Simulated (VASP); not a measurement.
# Al (Fm-3m) in VASP: notebook

Runs on Al. Level: PBE. Tasks: single point.

Everything below comes from runs of VASP 6.6.1. Logs are shortened: lines on timing, memory, paths and dates and some standing lists are left out, and cuts for length are marked.

### Step 1. The cell of the first run

It takes space group Fm-3m (No. 225, cubic). The conventional cell has a = 4.009 Å, b = 4.009 Å, c = 4.009 Å, α = 90.00°, β = 90.00°, γ = 90.00°. Within 3.7 Å of Al (site symmetry m-3m) lie 12 Al at 2.83 Å.

### Step 2. Single point, PBE

Input file INCAR:

```
  PREC = Accurate
  ENCUT = 520
  EDIFF = 1E-7
  ISMEAR = -1
  SIGMA = 0.1
  LREAL = False
  LASPH = True
  NELM = 60
  ALGO = Normal
  ISIF = 2
  LWAVE = False
  LCHARG = False
  GGA = PE
  NBANDS = 8
```

Input file KPOINTS:

```
Automatic mesh
0
Gamma
  12 12 12
```

Input file POSCAR:

```
Al
1.0
    0.0000000000      2.0043510258      2.0043510258
    2.0043510258      0.0000000000      2.0043510258
    2.0043510258      2.0043510258      0.0000000000
Al
1
Direct
    0.0000000000      0.0000000000      0.0000000000
```

Potentials or basis: VASP PAW PBE potentials, release 64 (Al).

The run is started by

```sh
> cat potpaw_PBE.64/Al/POTCAR > POTCAR
> mpirun -np 1 vasp_std > vasp.out
```

OUTCAR:

```text
PREC = Accurate
   ENCUT = 520
   EDIFF = 1E-7
   ISMEAR = -1
   LREAL = False
   LASPH = True
   NELM = 60
   ISIF = 2
   GGA = PE

 ion  position               nearest neighbor table
   1  0.000  0.000  0.000-

  LATTYP: Found a face centered cubic cell.
 ALAT       =     4.0087020516

  Lattice vectors:

 A1 = (   0.0000000000,   2.0043510258,   2.0043510258)
 A2 = (   2.0043510258,   0.0000000000,   2.0043510258)
 A3 = (   2.0043510258,   2.0043510258,   0.0000000000)

Analysis of symmetry for initial positions (statically):
=====================================================================
 Subroutine PRICEL returns:
 Original cell was already a primitive cell.

 Routine SETGRP: Setting up the symmetry group for a
 face centered cubic supercell.

 Subroutine GETGRP returns: Found 48 space group operations
 (whereof 48 operations were pure point group operations)
 out of a pool of 48 trial point group operations.

The static configuration has the point symmetry O_h .

Analysis of symmetry for dynamics (positions and initial velocities):
=====================================================================
 Subroutine PRICEL returns:
 Original cell was already a primitive cell.

 Routine SETGRP: Setting up the symmetry group for a
 face centered cubic supercell.

 Subroutine GETGRP returns: Found 48 space group operations
 (whereof 48 operations were pure point group operations)
 out of a pool of 48 trial point group operations.

The dynamic configuration has the point symmetry O_h .

 Subroutine INISYM returns: Found 48 space group operations
 (whereof 48 operations are pure point group operations),
 and found     1 'primitive' translations

----------------------------------------------------------------------------------------

                                     Primitive cell

  volume of cell :      16.1047

  direct lattice vectors                    reciprocal lattice vectors
     0.000000000  2.004351026  2.004351026    -0.249457302  0.249457302  0.249457302
     2.004351026  0.000000000  2.004351026     0.249457302 -0.249457302  0.249457302
     2.004351026  2.004351026  0.000000000     0.249457302  0.249457302 -0.249457302

  length of vectors
     2.834580404  2.834580404  2.834580404     0.432072722  0.432072722  0.432072722

  position of ions in fractional coordinates (direct lattice)
     0.000000000  0.000000000  0.000000000

  ion indices of the primitive-cell ions
   primitive index   ion index
                 1           1

----------------------------------------------------------------------------------------

 KPOINTS: Automatic mesh

Automatic generation of k-mesh.
 Grid dimensions read from file:
 generate k-points for:   12   12   12

 Generating k-lattice:

  Cartesian coordinates                     Fractional coordinates (reciprocal lattice)
    -0.020788109  0.020788109  0.020788109     0.083333333  0.000000000  0.000000000
     0.020788109 -0.020788109  0.020788109     0.000000000  0.083333333  0.000000000
     0.020788109  0.020788109 -0.020788109     0.000000000  0.000000000  0.083333333

  Length of vectors
     0.036006060  0.036006060  0.036006060

  Shift w.r.t. Gamma in fractional coordinates (k-lattice)
     0.000000000  0.000000000  0.000000000

 Subroutine IBZKPT returns following result:
 ===========================================

 Found     72 irreducible k-points:

 Following reciprocal coordinates:
            Coordinates               Weight
  0.000000  0.000000  0.000000      1.000000
  0.083333  0.000000  0.000000      8.000000
  0.166667  0.000000  0.000000      8.000000
  0.250000  0.000000  0.000000      8.000000
  0.333333  0.000000  0.000000      8.000000
  0.416667  0.000000  0.000000      8.000000
[... 16 lines left out ...]
  0.500000  0.166667  0.000000     24.000000
 -0.416667  0.166667  0.000000     24.000000
 [... further k-points ...]
   k-points           NKPTS =     72   k-points in BZ     NKDIM =     72   number of bands    NBANDS=      8
   number of dos      NEDOS =    301   number of ions     NIONS =      1
   total plane-waves  NPLWV =  13824
   dimension x,y,z NGX =    24 NGY =   24 NGZ =   24
   dimension x,y,z NGXF=    48 NGYF=   48 NGZF=   48
   ions per type =               1
   NGX,Y,Z   is equivalent  to a cutoff of  14.08, 14.08, 14.08 a.u.
   NGXF,Y,Z  is equivalent  to a cutoff of  28.15, 28.15, 28.15 a.u.
 SYSTEM =  unknown system
   PREC   = accura    normal or accurate (medium, high low for compatibility)
   ISTART =      0    job   : 0-new  1-cont  2-samecut
   ICHARG =      2    charge: 1-file 2-atom 10-const
   ISPIN  =      1    spin polarized calculation?
   LNONCOLLINEAR =      F non collinear calculations
   LSORBIT =      F    spin-orbit coupling
   LASPH  =      T    aspherical Exc in radial PAW
   ENCUT  =  520.0 eV  38.22 Ry    6.18 a.u.   5.27  5.27  5.27*2*pi/ulx,y,z
   NELM   =     60;   NELMIN=  2; NELMDL= -5     # of ELM steps
   EDIFF  = 0.1E-06   stopping-criterion for ELM
   LREAL  =      F    real-space projection
   EDIFFG = 0.1E-05   stopping-criterion for IOM
   NSW    =      0    number of steps for IOM
   IBRION =     -1    ionic relax: 0-MD 1-quasi-New 2-CG
   NFREE  =      0    steps in history (QN), initial steepest desc. (CG)
   ISIF   =      2    stress and relaxation
   ISYM   =      2    0-nonsym 1-usesym 2-fastsym
   POTIM  = 0.5000    time-step for ionic-motion
   TEBEG  =    0.0;   TEEND  =   0.0 temperature during run
   PSTRESS=    0.0 pullay stress
   NELECT =       3.0000    total number of electrons
   NUPDOWN=      -1.0000    fix difference up-down
   EMIN   =  10.00;   EMAX   =-10.00  energy-range for DOS
   EFERMI =   0.00;   METHOD = LEGACY
   ISMEAR =    -1;   SIGMA  =   0.10  broadening in eV -4-tet -1-fermi 0-gaus
   EFERMI_NEDOS =   21; number of points for ismear=-14 and -15
   IALGO  =     38    algorithm
   IMIX   =      4    mixing-type and parameters
     AMIX     =   0.40;   BMIX     =  1.00
     AMIX_MAG =   1.60;   BMIX_MAG =  1.00
  volume/ion in A,a.u.               =      16.10       108.68
  Fermi-wavevector in a.u.,A,eV,Ry     =   0.934971  1.766839 11.893815  0.874171
  Thomas-Fermi vector in A             =   2.061831
   LORBIT       =      0    0 simple, 1 ext, 2 COOP (PROOUT), +10 PAW based schemes
   GGA     = PE    functional components
   LHFCALC =     F    Hartree Fock is set to
   AEXX    =    0.0000 exact exchange contribution
   IVDW    =     0    specifies the selected vdW correction
   LEPSILON=     F    determine dielectric tensor
   LRPA    =     F    only Hartree local field effects (RPA)
 non-spin polarized calculation
  energy-cutoff  :      520.00
  volume of cell :       16.10
 maximum number of plane-waves:       448
 NGX is ok and might be reduce to    24
   NGX = 11   NGY = 11   NGZ = 11

 number of electron       3.0000000 magnetization

 Free energy of the ion-electron system (eV)
  ---------------------------------------------------
  ext. energy  EPLUGINS =         0.00000000
  ---------------------------------------------------
  free energy    TOTEN  =        -3.75724008 eV

  energy without entropy =       -3.74428989  energy(sigma->0) =       -3.75076498

 E-fermi :   8.1516     XC(G=0): -10.2843

 val. band max:        8.0132202855   @ k =  -0.3333   0.4167   0.0833
 cond. band min:       8.1948512920   @ k =  -0.4167   0.4167   0.0833
 fundamental gap:      0.1816310065
 Fermi energy:         8.1515918971

 k-point     1 :       0.0000    0.0000    0.0000
  band No.  band energies     occupation
      1      -3.0473      2.00000
      2      21.0105      0.00000
      3      21.0105      0.00000
      4      21.0105      0.00000
      5      22.6884      0.00000
      6      22.6884      0.00000
      7      22.6884      0.00000
      8      24.8985      0.00000

 k-point     2 :       0.0833    0.0000    0.0000
  band No.  band energies     occupation
      1      -2.8555      2.00000
      2      18.3972      0.00000
      3      20.4724      0.00000
      4      20.4724      0.00000
      5      23.2952      0.00000
      6      23.5234      0.00000
      7      23.5234      0.00000
      8      26.7721      0.00000

 k-point     3 :       0.1667    0.0000    0.0000
  band No.  band energies     occupation
      1      -2.2818      2.00000
      2      14.9915      0.00000
      3      19.7813      0.00000
      4      19.7813      0.00000
      5      23.0855      0.00000
      6      24.5914      0.00000
      7      24.5914      0.00000
      8      25.7497      0.00000

 k-point     4 :       0.2500    0.0000    0.0000
  band No.  band energies     occupation
      1      -1.3308      2.00000
      2      11.7447      0.00000
      3      19.3405      0.00000
      4      19.3405      0.00000
      5      22.8407      0.00000
      6      23.2493      0.00000
      7      23.2493      0.00000
      8      27.3071      0.00000

 k-point     5 :       0.3333    0.0000    0.0000
  band No.  band energies     occupation
      1      -0.0101      2.00000
      2       8.7596      0.00456
      3      19.2024      0.00000
      4      19.2024      0.00000
      5      21.8310      0.00000
      6      21.8310      0.00000
      7      22.8090      0.00000
      8      25.8636      0.00000

 k-point     6 :       0.4167    0.0000    0.0000
  band No.  band energies     occupation
      1       1.6694      2.00000
      2       6.0752      2.00000
      3      19.3790      0.00000
      4      19.3790      0.00000
      5      20.6984      0.00000
      6      20.6984      0.00000
      7      23.0755      0.00000
      8      24.6466      0.00000

 k-point     7 :       0.5000    0.0000    0.0000
  band No.  band energies     occupation
      1       3.5654      2.00000
      2       3.8434      2.00000
      3      19.8290      0.00000
      4      19.8290      0.00000
      5      19.9275      0.00000
      6      19.9275      0.00000
      7      23.5405      0.00000
      8      23.8551      0.00000

 k-point     8 :       0.0833    0.0833    0.0000
  band No.  band energies     occupation
      1      -2.7917      2.00000
      2      19.3256      0.00000
      3      19.3256      0.00000
      4      19.5559      0.00000
      5      22.1068      0.00000
      6      24.7481      0.00000
      7      24.7481      0.00000
      8      25.2463      0.00000

 k-point     9 :       0.1667    0.0833    0.0000
  band No.  band energies     occupation
      1      -2.3454      2.00000
      2      16.2099      0.00000
      3      18.4422      0.00000
      4      19.7077      0.00000
      5      22.4757      0.00000
      6      23.2414      0.00000
      7      25.1009      0.00000
      8      26.1436      0.00000

 k-point    10 :       0.2500    0.0833    0.0000
  band No.  band energies     occupation
      1      -1.5204      2.00000
      2      12.9338      0.00000
      3      17.8670      0.00000
      4      19.3824      0.00000
      5      21.2443      0.00000
      6      24.2231      0.00000
      7      24.9742      0.00000
      8      25.5556      0.00000
[... 78 lines left out ...]
 k-point    18 :      -0.0833    0.0833    0.0000
  band No.  band energies     occupation
      1      -2.5365      2.00000
      2      16.9784      0.00000
      3      17.9896      0.00000
      4      21.5080      0.00000
      5      22.9890      0.00000
      6      23.9204      0.00000
      7      24.9310      0.00000
      8      24.9857      0.00000

 k-point    19 :       0.1667    0.1667    0.0000
  band No.  band energies     occupation
      1      -2.0275      2.00000
      2      17.4213      0.00000
      3      17.4213      0.00000
      4      17.4917      0.00000
      5      20.8256      0.00000
      6      20.9179      0.00000
      7      27.6920      0.00000
      8      27.6920      0.00000

 k-point    20 :       0.2500    0.1667    0.0000
  band No.  band energies     occupation
      1      -1.3308      2.00000
      2      14.3741      0.00000
      3      16.7243      0.00000
      4      17.9952      0.00000
      5      18.8842      0.00000
      6      21.2142      0.00000
      7      27.9637      0.00000
      8      28.2644      0.00000

 k-point    21 :       0.3333    0.1667    0.0000
  band No.  band energies     occupation
      1      -0.2610      2.00000
      2      11.2965      0.00000
      3      16.3522      0.00000
      4      17.0494      0.00000
      5      18.0326      0.00000
      6      23.0303      0.00000
      7      26.7073      0.00000
      8      28.2960      0.00000

 k-point    22 :       0.4167    0.1667    0.0000
  band No.  band energies     occupation
      1       1.1731      2.00000
      2       8.4466      0.09947
      3      15.6541      0.00000
      4      16.3050      0.00000
      5      18.0517      0.00000
      6      25.3175      0.00000
      7      25.4745      0.00000
      8      28.3742      0.00000

 k-point    23 :       0.5000    0.1667    0.0000
  band No.  band energies     occupation
      1       2.9572      2.00000
      2       5.8907      2.00000
      3      14.5732      0.00000
      4      16.5835      0.00000
      5      18.3892      0.00000
      6      24.4832      0.00000
      7      26.8860      0.00000
      8      28.8284      0.00000

 k-point    24 :      -0.4167    0.1667    0.0000
  band No.  band energies     occupation
      1       3.6242      2.00000
      2       5.1095      2.00000
      3      13.8343      0.00000
      4      17.1887      0.00000
      5      19.0646      0.00000
      6      23.7848      0.00000
      7      26.5661      0.00000
      8      29.5314      0.00000

 [... further k-points ...]
[... 5 lines left out ...]
  --------------------------------------------------------------------------------------
  -------------------------------------------------------------------------------------
  Total        0.2099941      0.2099941      0.2099941      0.0000000      0.0000000      0.0000000
  in kB       20.8913417     20.8913417     20.8913417      0.0000000      0.0000000      0.0000000
  external PRESSURE =      20.8913417 kB  Pullay stress =       0.0000000 kB

 VOLUME and BASIS-vectors are now :
 -----------------------------------------------------------------------------
  energy-cutoff  :      520.00
  volume of cell :       16.10
      direct lattice vectors                 reciprocal lattice vectors
     0.000000000  2.004351026  2.004351026    -0.249457302  0.249457302  0.249457302
     2.004351026  0.000000000  2.004351026     0.249457302 -0.249457302  0.249457302
     2.004351026  2.004351026  0.000000000     0.249457302  0.249457302 -0.249457302

 POSITION                                       TOTAL-FORCE (eV/Angst)
 -----------------------------------------------------------------------------------
      0.00000      0.00000      0.00000         0.000000     -0.000000      0.000000
 -----------------------------------------------------------------------------------
    total drift:                                0.000000     -0.000000     -0.000000

  FREE ENERGIE OF THE ION-ELECTRON SYSTEM (eV)
  ---------------------------------------------------
  free  energy   TOTEN  =        -3.7572400765 eV

  energy  without entropy=       -3.7442898904  energy(sigma->0) =       -3.75076498
```

Run time: 16 s. Hardware: 1 thread of AMD EPYC 7R13, shared host; peak memory 0.1 GiB.

Results:

```yaml
Free_energy: -3.7572 eV
Pressure: 2.1 GPa
```

Levels at points of the mesh, in eV from the Fermi level:
```tsv
k point	band 1	band 2	band 3	band 4	band 5	band 6
(0.00, 0.00, 0.00)	-11.20	12.86	12.86	12.86	14.54	14.54
(0.50, 0.00, 0.00)	-4.59	-4.31	11.68	11.68	11.78	11.78
(0.50, 0.50, 0.00)	-2.88	-1.50	5.37	5.81	5.81	9.41
```

### Step 3. Single point, PBE

This run uses another cell than the first one, of 17.10 Å³/atom, 1.062 times its volume.

Input file INCAR:

```
SYSTEM = Al
PREC = Accurate
ENCUT = 520
EDIFF = 1E-6
ISMEAR = -1
SIGMA = 0.1
LREAL = .FALSE.
LASPH = .TRUE.
NELM = 80
ALGO = Normal
ISIF = 2
LWAVE = .FALSE.
LCHARG = .FALSE.
GGA = PE
NBANDS = 8
```

Input file KPOINTS:

```
Automatic mesh
0
G
  12 12 12
  0 0 0
```

Input file POSCAR:

```
Al
1.0
    0.0000000000      2.0448538781      2.0448538781
    2.0448538781      0.0000000000      2.0448538781
    2.0448538781      2.0448538781      0.0000000000
Al
1
Direct
    0.0000000000      0.0000000000      0.0000000000
```

Potentials or basis: VASP PAW PBE potentials, release 64 (Al).

The run is started by

```sh
> cat potpaw_PBE.64/Al/POTCAR > POTCAR
> mpirun -np 1 vasp_std > vasp.out
```

Wall time 17 s (1 thread of AMD EPYC 7R13, shared host); peak memory 0.1 GiB.

It converged, with:

| Property | Result |
| --- | --- |
| Free energy | -3.7551 eV |
| Pressure | -2.5 GPa |

Levels at points of the mesh, in eV from the Fermi level:
```csv
k point,band 1,band 2,band 3,band 4
"(0.00, 0.00, 0.00)",-10.79,12.52,12.52,12.52
"(0.50, 0.00, 0.00)",-4.35,-4.23,11.13,11.13
"(0.50, 0.50, 0.00)",-2.74,-1.50,5.35,5.53
```

### Step 4. Single point, PBE

This run uses another cell than the first one, of 17.60 Å³/atom, 1.093 times its volume.

Input file INCAR:

```
SYSTEM = Al
PREC     = Accurate       ! precision mode
ENCUT    = 520            ! plane-wave cutoff, eV
EDIFF    = 1E-6           ! SCF threshold, eV
ISMEAR   = -1             ! smearing method
SIGMA    = 0.1            ! smearing width, eV
LREAL    = .FALSE.        ! projectors in reciprocal space
LASPH    = .TRUE.         ! aspherical terms in the spheres
NELM     = 60             ! most SCF steps
ALGO     = Normal         ! electronic algorithm
ISIF     = 2              ! what is computed and relaxed
LWAVE    = .FALSE.        ! write WAVECAR
LCHARG   = .TRUE.         ! write CHGCAR
GGA      = PE             ! functional
LELF     = .TRUE.         ! ELF
LVHAR    = .TRUE.       
NBANDS   = 8              ! bands
```

KPOINTS is that of step 3.

Input file POSCAR:

```
Al
1.0
    0.0000000000      2.0645171409      2.0645171409
    2.0645171409      0.0000000000      2.0645171409
    2.0645171409      2.0645171409      0.0000000000
Al
1
Direct
    0.0000000000      0.0000000000      0.0000000000
```

The run is started by

```sh
> cat potpaw_PBE.64/Al/POTCAR > POTCAR
> mpirun -np 1 vasp_std > vasp.out
```

Wall time 18 s (1 thread of AMD EPYC 7R13, shared host); peak memory 0.1 GiB.

It converged, with:

```yaml
Free_energy: -3.7443 eV
Pressure: -4.3 GPa
```

Levels at points of the mesh, in eV from the Fermi level:
```csv
k point,band 1,band 2,band 3,band 4,band 5,band 6
"(0.00, 0.00, 0.00)",-10.60,12.37,12.37,12.37,13.39,13.39
"(0.50, 0.00, 0.00)",-4.24,-4.20,10.84,10.84,11.27,11.27
"(0.50, 0.50, 0.00)",-2.67,-1.50,5.34,5.40,5.40,8.59
```

### Step 5. The runs side by side

| cell | gap on the mesh (eV) | pressure (GPa) |
| --- | --- | --- |
| a = 2.835 Å, angles 60.0°, 1 atom | none | 2.1 |
| a = 2.892 Å, angles 60.0°, 1 atom | none | -2.5 |
| a = 2.920 Å, angles 60.0°, 1 atom | none | -4.3 |

Alike in all rows: task single point; level PBE; potentials or basis VASP PAW PBE potentials, release 64 (Al); no spin polarisation; k mesh 12 × 12 × 12; cutoff (eV) 520; smearing fermi-dirac 0.1 eV.

Total energies depend on the potentials used, so only differences within one code and one set of settings carry meaning.
